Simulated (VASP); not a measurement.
A run of VASP 6.6.1 is set up as follows.

INCAR

```
SYSTEM = Si3Cl2
PREC     = Accurate       ! precision mode
ENCUT    = 520            ! plane-wave cutoff, eV
EDIFF    = 1E-6           ! SCF threshold, eV
ISMEAR   = 0              ! smearing method
SIGMA    = 0.1            ! smearing width, eV
LREAL    = .FALSE.        ! projectors in reciprocal space
LASPH    = .TRUE.         ! aspherical terms in the spheres
NELM     = 60             ! most SCF steps
ALGO     = Normal         ! electronic algorithm
ISIF     = 2              ! what is computed and relaxed
LWAVE    = .FALSE.        ! write WAVECAR
LCHARG   = .FALSE.        ! write CHGCAR
GGA      = PE             ! functional
NBANDS   = 21             ! bands
```

Contents of KPOINTS:

```
regular mesh
0
G
  12 12 4
  0 0 0
```

Contents of POSCAR:

```
Si3Cl2
1.0
    3.8596630834      0.0000000000      0.0000000000
   -1.9298315417      3.3425662803      0.0000000000
    0.0000000000      0.0000000000     11.9213864003
Si Cl
3 2
Direct
    0.0000000000      0.0000000000      0.0000000000
    0.3333333333      0.6666666667      0.5194477498
    0.6666666667      0.3333333333      0.4805522502
    0.3333333333      0.6666666667      0.1202686246
    0.6666666667      0.3333333333      0.8797313754
```

Potentials or basis: VASP PAW PBE potentials, release 64 (Si, Cl).

Launch:

```console
$ cat potpaw_PBE.64/Si/POTCAR potpaw_PBE.64/Cl/POTCAR > POTCAR
$ mpirun -np 1 vasp_std > vasp.out
```

**Question.** What does it give for the pressure?

**Answer.** 0.0 GPa.

**Question.** What does it give for the band gap on the k mesh?

**Answer.** Zero (band 13 reaches 2.28 eV, above the bottom of band 14 at 2.27 eV).

**Question.** Estimate the largest force.

**Answer.** 0.007 eV/Å.

Forces on the atoms (eV/Å):
```
Si   0.000  0.000  0.000
Si   0.000  0.000 -0.007
Si   0.000  0.000  0.007
Cl   0.000  0.000  0.000
Cl   0.000  0.000  0.000
```
